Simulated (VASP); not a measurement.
Input of a VASP 6.6.1 run:

Contents of INCAR:

```
  PREC = Accurate
  ENCUT = 520
  EDIFF = 1E-6
  ISMEAR = 0
  SIGMA = 0.1
  LREAL = F
  LASPH = T
  NELM = 100
  ALGO = Normal
  ISIF = 2
  LWAVE = F
  LCHARG = F
  GGA = PE
  NBANDS = 21
```

KPOINTS

```
regular mesh
0
Gamma
  12 12 6
```

POSCAR

```
Na2Al2O
1.0
    4.3482497576      0.0000000000      0.0000000000
   -2.1741248788      3.7656947521      0.0000000000
    0.0000000000      0.0000000000      6.9509125683
Na Al O
2 2 1
Direct
    0.3333333333      0.6666666667      0.0000000000
    0.6666666667      0.3333333333      0.0000000000
    0.3333333333      0.6666666667      0.5000000000
    0.6666666667      0.3333333333      0.5000000000
    0.0000000000      0.0000000000      0.0000000000
```

Potentials or basis: VASP PAW PBE potentials, release 64 (Na_pv, Al, O).

Launch:

```sh
$ cat potpaw_PBE.64/Na_pv/POTCAR potpaw_PBE.64/Al/POTCAR potpaw_PBE.64/O/POTCAR > POTCAR
$ mpirun -np 1 vasp_std > vasp.out
```

(1) Predict the band gap on the k mesh.

(2) Estimate the pressure.

Results:

(1) zero (band 13 reaches 2.55 eV, above the bottom of band 14 at 1.32 eV).

(2) 0.0 GPa.
